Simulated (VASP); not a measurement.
# Na (I4/mmm) in VASP: further runs

Na is run at these levels: PBEsol; tasks: single point.

All numbers are computed with VASP 6.6.1; they aren't measurements. Logs are shortened: lines on timing, memory, paths and dates and some standing lists are left out, and cuts for length are marked.

### 1 The cell of the first run

The structure is tetragonal, space group I4/mmm (No. 139). The conventional cell has a = 3.665 Å, b = 3.665 Å, c = 4.963 Å, α = 90.00°, β = 90.00°, γ = 90.00°. Within 4.7 Å of Na (site symmetry 4/mmm) lie 12 Na at 3.59 to 3.67 Å.

### 2 Single point, PBEsol

File INCAR:

```
  PREC = Accurate
  ENCUT = 520
  EDIFF = 1E-7
  ISMEAR = 0
  SIGMA = 0.15
  LREAL = False
  LASPH = True
  NELM = 100
  ALGO = Fast
  ISIF = 2
  LWAVE = False
  LCHARG = False
  GGA = PS
  NBANDS = 10
```

File KPOINTS:

```
Automatic mesh
0
Gamma
  16 16 16
```

File POSCAR:

```
Na
1.0
   -1.8325000000      1.8325000000      2.4815000000
    1.8325000000     -1.8325000000      2.4815000000
    1.8325000000      1.8325000000     -2.4815000000
Na
1
Direct
    0.0000000000      0.0000000000      0.0000000000
```

Potentials or basis: VASP PAW PBE potentials, release 64 (Na_pv).

On the command line:

```bash
$ cat potpaw_PBE.64/Na_pv/POTCAR > POTCAR
$ mpirun -np 1 vasp_std > vasp.out
```

OUTCAR:

```text
PREC = Accurate
   ENCUT = 520
   EDIFF = 1E-7
   ISMEAR = 0
   LREAL = False
   LASPH = True
   NELM = 100
   ISIF = 2
   GGA = PS

 ion  position               nearest neighbor table
   1  0.000  0.000  0.000-

  LATTYP: Found a body centered tetragonal cell.
 ALAT       =     3.6650000000
 C/A-ratio  =     1.3541609823

  Lattice vectors:

 A1 = (  -1.8325000000,   1.8325000000,   2.4815000000)
 A2 = (   1.8325000000,  -1.8325000000,   2.4815000000)
 A3 = (   1.8325000000,   1.8325000000,  -2.4815000000)

Analysis of symmetry for initial positions (statically):
=====================================================================
 Subroutine PRICEL returns:
 Original cell was already a primitive cell.

 Routine SETGRP: Setting up the symmetry group for a
 body centered tetragonal supercell.

 Subroutine GETGRP returns: Found 16 space group operations
 (whereof 16 operations were pure point group operations)
 out of a pool of 16 trial point group operations.

The static configuration has the point symmetry D_4h.

Analysis of symmetry for dynamics (positions and initial velocities):
=====================================================================
 Subroutine PRICEL returns:
 Original cell was already a primitive cell.

 Routine SETGRP: Setting up the symmetry group for a
 body centered tetragonal supercell.

 Subroutine GETGRP returns: Found 16 space group operations
 (whereof 16 operations were pure point group operations)
 out of a pool of 16 trial point group operations.

The dynamic configuration has the point symmetry D_4h.

 Subroutine INISYM returns: Found 16 space group operations
 (whereof 16 operations are pure point group operations),
 and found     1 'primitive' translations

----------------------------------------------------------------------------------------

                                     Primitive cell

  volume of cell :      33.3321

  direct lattice vectors                    reciprocal lattice vectors
    -1.832500000  1.832500000  2.481500000     0.000000000  0.272851296  0.201491034
     1.832500000 -1.832500000  2.481500000     0.272851296  0.000000000  0.201491034
     1.832500000  1.832500000 -2.481500000     0.272851296  0.272851296  0.000000000

  length of vectors
     3.588029369  3.588029369  3.588029369     0.339185003  0.339185003  0.385870003

  position of ions in fractional coordinates (direct lattice)
     0.000000000  0.000000000  0.000000000

  ion indices of the primitive-cell ions
   primitive index   ion index
                 1           1

----------------------------------------------------------------------------------------

 KPOINTS: Automatic mesh

Automatic generation of k-mesh.
 Grid dimensions read from file:
 generate k-points for:   16   16   16

 Generating k-lattice:

  Cartesian coordinates                     Fractional coordinates (reciprocal lattice)
     0.000000000  0.017053206  0.012593190     0.062500000  0.000000000  0.000000000
     0.017053206  0.000000000  0.012593190     0.000000000  0.062500000  0.000000000
     0.017053206  0.017053206  0.000000000     0.000000000  0.000000000  0.062500000

  Length of vectors
     0.021199063  0.021199063  0.024116875

  Shift w.r.t. Gamma in fractional coordinates (k-lattice)
     0.000000000  0.000000000  0.000000000

 Subroutine IBZKPT returns following result:
 ===========================================

 Found    349 irreducible k-points:

 Following reciprocal coordinates:
            Coordinates               Weight
  0.000000  0.000000  0.000000      1.000000
  0.062500  0.000000  0.000000      8.000000
  0.125000  0.000000  0.000000      8.000000
  0.187500  0.000000 -0.000000      8.000000
  0.250000  0.000000  0.000000      8.000000
  0.312500  0.000000  0.000000      8.000000
[... 16 lines left out ...]
 -0.125000  0.062500  0.000000     16.000000
 -0.062500  0.062500  0.000000      4.000000
 [... further k-points ...]
   k-points           NKPTS =    349   k-points in BZ     NKDIM =    349   number of bands    NBANDS=     10
   number of dos      NEDOS =    301   number of ions     NIONS =      1
   total plane-waves  NPLWV =  21952
   dimension x,y,z NGX =    28 NGY =   28 NGZ =   28
   dimension x,y,z NGXF=    56 NGYF=   56 NGZF=   56
   ions per type =               1
   NGX,Y,Z   is equivalent  to a cutoff of  12.97, 12.97, 12.97 a.u.
   NGXF,Y,Z  is equivalent  to a cutoff of  25.95, 25.95, 25.95 a.u.
 SYSTEM =  unknown system
   PREC   = accura    normal or accurate (medium, high low for compatibility)
   ISTART =      0    job   : 0-new  1-cont  2-samecut
   ICHARG =      2    charge: 1-file 2-atom 10-const
   ISPIN  =      1    spin polarized calculation?
   LNONCOLLINEAR =      F non collinear calculations
   LSORBIT =      F    spin-orbit coupling
   LASPH  =      T    aspherical Exc in radial PAW
   ENCUT  =  520.0 eV  38.22 Ry    6.18 a.u.   6.67  6.67  6.67*2*pi/ulx,y,z
   NELM   =    100;   NELMIN=  2; NELMDL= -5     # of ELM steps
   EDIFF  = 0.1E-06   stopping-criterion for ELM
   LREAL  =      F    real-space projection
   EDIFFG = 0.1E-05   stopping-criterion for IOM
   NSW    =      0    number of steps for IOM
   IBRION =     -1    ionic relax: 0-MD 1-quasi-New 2-CG
   NFREE  =      0    steps in history (QN), initial steepest desc. (CG)
   ISIF   =      2    stress and relaxation
   ISYM   =      2    0-nonsym 1-usesym 2-fastsym
   POTIM  = 0.5000    time-step for ionic-motion
   TEBEG  =    0.0;   TEEND  =   0.0 temperature during run
   PSTRESS=    0.0 pullay stress
   NELECT =       7.0000    total number of electrons
   NUPDOWN=      -1.0000    fix difference up-down
   EMIN   =  10.00;   EMAX   =-10.00  energy-range for DOS
   EFERMI =   0.00;   METHOD = LEGACY
   ISMEAR =     0;   SIGMA  =   0.15  broadening in eV -4-tet -1-fermi 0-gaus
   EFERMI_NEDOS =   21; number of points for ismear=-14 and -15
   IALGO  =     68    algorithm
   IMIX   =      4    mixing-type and parameters
     AMIX     =   0.40;   BMIX     =  1.00
     AMIX_MAG =   1.60;   BMIX_MAG =  1.00
  volume/ion in A,a.u.               =      33.33       224.94
  Fermi-wavevector in a.u.,A,eV,Ry     =   0.973091  1.838875 12.883438  0.946906
  Thomas-Fermi vector in A             =   2.103442
   LORBIT       =      0    0 simple, 1 ext, 2 COOP (PROOUT), +10 PAW based schemes
   GGA     = PS    functional components
   LHFCALC =     F    Hartree Fock is set to
   AEXX    =    0.0000 exact exchange contribution
   IVDW    =     0    specifies the selected vdW correction
   LEPSILON=     F    determine dielectric tensor
   LRPA    =     F    only Hartree local field effects (RPA)
 non-spin polarized calculation
 RMM-DIIS sequential band-by-band and
 Gauss-broadening in eV      SIGMA  =   0.15
  energy-cutoff  :      520.00
  volume of cell :       33.33
 maximum number of plane-waves:       925
   NGX = 13   NGY = 13   NGZ = 13

 number of electron       6.9999997 magnetization

 Free energy of the ion-electron system (eV)
  ---------------------------------------------------
  ext. energy  EPLUGINS =         0.00000000
  ---------------------------------------------------
  free energy    TOTEN  =        -1.39575508 eV

  energy without entropy =       -1.39111765  energy(sigma->0) =       -1.39343637

 E-fermi :   0.6375     XC(G=0):  -6.7887

 val. band max:        0.6319670615   @ k =  -0.1875  -0.4375   0.1250
 cond. band min:       0.6394370685   @ k =  -0.3750  -0.3750   0.3125
 fundamental gap:      0.0074700070
 Fermi energy:         0.6375202050

 k-point     1 :       0.0000    0.0000    0.0000
  band No.  band energies     occupation
      1     -24.0808      2.00000
      2     -24.0808      2.00000
      3     -24.0807      2.00000
      4      -2.8866      2.00000
      5      12.3394      0.00000
      6      12.3395      0.00000
      7      12.4975      0.00000
      8      13.5701      0.00000
      9      14.2914      0.00000
     10      14.3150      0.00000

 k-point     2 :       0.0625    0.0000    0.0000
  band No.  band energies     occupation
      1     -24.0828      2.00000
      2     -24.0812      2.00000
      3     -24.0810      2.00000
      4      -2.8163      2.00000
      5      11.2445      0.00000
      6      12.1911      0.00000
      7      12.3332      0.00000
      8      13.7805      0.00000
      9      14.5256      0.00000
     10      14.5394      0.00000

 k-point     3 :       0.1250    0.0000    0.0000
  band No.  band energies     occupation
      1     -24.0885      2.00000
      2     -24.0821      2.00000
      3     -24.0816      2.00000
      4      -2.6063      2.00000
      5       9.6288      0.00000
      6      11.8880      0.00000
      7      12.1022      0.00000
      8      13.4635      0.00000
      9      14.9626      0.00000
     10      15.0286      0.00000

 k-point     4 :       0.1875    0.0000   -0.0000
  band No.  band energies     occupation
      1     -24.0970      2.00000
      2     -24.0835      2.00000
      3     -24.0824      2.00000
      4      -2.2584      2.00000
      5       8.0334      0.00000
      6      11.5865      0.00000
      7      11.8774      0.00000
      8      13.1063      0.00000
      9      14.5105      0.00000
     10      15.2060      0.00000
[... 222 lines left out ...]
 k-point    22 :      -0.1875    0.0625    0.0000
  band No.  band energies     occupation
      1     -24.0942      2.00000
      2     -24.0835      2.00000
      3     -24.0829      2.00000
      4      -2.3359      2.00000
      5       8.6194      0.00000
      6      11.1697      0.00000
      7      11.6298      0.00000
      8      13.4070      0.00000
      9      14.2120      0.00000
     10      15.0073      0.00000

 k-point    23 :      -0.1250    0.0625    0.0000
  band No.  band energies     occupation
      1     -24.0869      2.00000
      2     -24.0823      2.00000
      3     -24.0820      2.00000
      4      -2.6350      2.00000
      5      10.1934      0.00000
      6      11.4949      0.00000
      7      11.8499      0.00000
      8      13.5232      0.00000
      9      14.5416      0.00000
     10      15.0735      0.00000

 k-point    24 :      -0.0625    0.0625    0.0000
  band No.  band energies     occupation
      1     -24.0828      2.00000
      2     -24.0815      2.00000
      3     -24.0814      2.00000
      4      -2.7957      2.00000
      5      11.5161      0.00000
      6      11.8367      0.00000
      7      11.9474      0.00000
      8      13.7228      0.00000
      9      14.5677      0.00000
     10      14.9900      0.00000

 [... further k-points ...]

------------------------ aborting loop because EDIFF is reached ----------------------------------------

  FORCE on cell =-STRESS in cart. coord.  units (eV):
  Direction    XX          YY          ZZ          XY          YZ          ZX
  --------------------------------------------------------------------------------------
  -------------------------------------------------------------------------------------
  Total        0.1670521      0.1670521      0.1804618      0.0000000     -0.0000000      0.0000000
  in kB        8.0297202      8.0297202      8.6742815      0.0000000     -0.0000000      0.0000000
  external PRESSURE =       8.2445740 kB  Pullay stress =       0.0000000 kB

 VOLUME and BASIS-vectors are now :
 -----------------------------------------------------------------------------
  energy-cutoff  :      520.00
  volume of cell :       33.33
      direct lattice vectors                 reciprocal lattice vectors
    -1.832500000  1.832500000  2.481500000     0.000000000  0.272851296  0.201491034
     1.832500000 -1.832500000  2.481500000     0.272851296  0.000000000  0.201491034
     1.832500000  1.832500000 -2.481500000     0.272851296  0.272851296  0.000000000

 POSITION                                       TOTAL-FORCE (eV/Angst)
 -----------------------------------------------------------------------------------
      0.00000      0.00000      0.00000        -0.000000      0.000000      0.000000
 -----------------------------------------------------------------------------------
    total drift:                               -0.000000     -0.000000     -0.000000

  FREE ENERGIE OF THE ION-ELECTRON SYSTEM (eV)
  ---------------------------------------------------
  free  energy   TOTEN  =        -1.3957550800 eV

  energy  without entropy=       -1.3911176526  energy(sigma->0) =       -1.39343637
```

It took 3.3 min on 1 thread of Intel Xeon 8259CL, shared host; peak memory 0.22 GiB.

What came out:

* Free energy: -1.3958 eV
* Pressure: 0.8 GPa
* Band gap on the k mesh: zero (an odd number of electrons rules out a gap without spin polarisation)

Levels at points of the mesh, in eV from the Fermi level:
```csv
k point,band 1,band 2,band 3,band 4,band 5,band 6,band 7,band 8
"(0.00, 0.00, 0.00)",-24.72,-24.72,-24.72,-3.52,11.70,11.70,11.86,12.93
"(0.50, 0.00, 0.00)",-24.77,-24.73,-24.72,0.55,1.07,10.39,10.99,11.62
"(0.50, 0.50, 0.00)",-24.77,-24.74,-24.73,1.71,2.30,6.71,7.84,7.86
"(0.50, 0.50, 0.50)",-24.77,-24.74,-24.74,2.20,2.74,6.29,7.34,7.34
```

Caveat: the PAW data sets were made with another functional, which shifts forces and pressure a little.

### 3 Single point, PBEsol

This run uses another cell than the first one, of 33.84 Å³/atom.

File INCAR:

```
SYSTEM = Na
PREC     = Accurate       ! precision mode
ENCUT    = 520            ! plane-wave cutoff, eV
EDIFF    = 1E-6           ! SCF threshold, eV
ISMEAR   = 0              ! smearing method
SIGMA    = 0.15           ! smearing width, eV
LREAL    = .False.        ! projectors in reciprocal space
LASPH    = .True.         ! aspherical terms in the spheres
NELM     = 80             ! most SCF steps
ALGO     = Normal         ! electronic algorithm
ISIF     = 2              ! what is computed and relaxed
LWAVE    = .False.        ! write WAVECAR
LCHARG   = .True.         ! write CHGCAR
GGA      = PS             ! functional
LELF     = .True.         ! ELF
LVHAR    = .True.       
NBANDS   = 10             ! bands
```

File KPOINTS:

```
Automatic mesh
0
Gamma
  16 16 16
  0 0 0
```

File POSCAR:

```
Na
1.0
   -1.7704000000      1.7704000000      2.6991500000
    1.7704000000     -1.7704000000      2.6991500000
    1.7704000000      1.7704000000     -2.6991500000
Na
1
Direct
    0.0000000000      0.0000000000      0.0000000000
```

Potentials or basis: VASP PAW PBE potentials, release 64 (Na_pv).

On the command line:

```bash
$ cat potpaw_PBE.64/Na_pv/POTCAR > POTCAR
$ mpirun -np 1 vasp_std > vasp.out
```

Wall time 2.1 min (1 thread of Intel Xeon 8259CL, shared host); peak memory 0.22 GiB.

The run converged. Its results:

```yaml
Free_energy: -1.3967 eV
Pressure: 0.6 GPa
Band_gap_on_the_k_mesh: zero (an odd number of electrons rules out a gap without spin polarisation)
```

Stress tensor (GPa, compression positive):
```
0.72 0.00 0.00
0.00 0.72 0.00
0.00 0.00 0.40
```

Levels at points of the mesh, in eV from the Fermi level:
```tsv
k point	band 1	band 2	band 3	band 4	band 5	band 6	band 7	band 8
(0.00, 0.00, 0.00)	-24.73	-24.73	-24.73	-3.49	11.49	11.78	11.78	12.85
(0.50, 0.00, 0.00)	-24.78	-24.74	-24.74	0.55	1.06	10.01	10.81	11.18
(0.50, 0.50, 0.00)	-24.78	-24.76	-24.75	2.13	2.68	6.32	7.31	7.36
(0.50, 0.50, 0.50)	-24.78	-24.75	-24.75	1.33	1.93	6.99	8.18	8.18
```

Caveat: the PAW data sets were made with another functional, which shifts forces and pressure a little.

The gap in the log of VASP goes by the Fermi energy; the results here count the filled bands.